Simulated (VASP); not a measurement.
**CaO: G0W0 quasiparticle levels with PBE**

The system is CaO.

```
Ca O
1.0
     0.00000    2.39755    2.39755
     2.39755    0.00000    2.39755
     2.39755    2.39755    0.00000
Ca O
1 1
Direct
  0.00000 0.00000 0.00000
  0.50000 0.50000 0.50000
```

| Quantity | Value |
| --- | --- |
| Program | VASP 6.6.1 |
| Task | G0W0 quasiparticle levels |
| Functional | PBE |
| Potentials or basis | VASP PAW PBE potentials, release 64 (Ca_sv_GW, O_GW) |
| Cutoff | 500 eV |
| k mesh | 6 × 6 × 6 |
| Occupations | gaussian, width 0.01 eV |
| Spin | no spin polarisation |
| Dipole correction | no |
| GW scheme | G0W0 |
| GW iterations | 1 |
| Cutoff of the response function | 150 |
| Frequency points | 96 |
| Empty bands | 114 |
| Further INCAR settings | ALGO = EVGW0; EDIFF = 1e-08; NBANDS = 122 |

```
Quasiparticle gap                                   : 5.84 eV
Least direct quasiparticle gap                      : 6.30 eV
Band gap of the starting levels on the mesh         : 3.66 eV
Least direct gap of the starting levels on the mesh : 4.03 eV
```

It took 3.7 min on 1 thread of Intel(R) Xeon(R) 6975P-C (Granite Rapids), with other jobs on the host, peak memory 0.6 GiB.

Caveat: the k points lie up to 0.38 Å⁻¹ apart; bands, screening cutoff and mesh are small and nothing is extrapolated, so the quasiparticle values aren't converged.
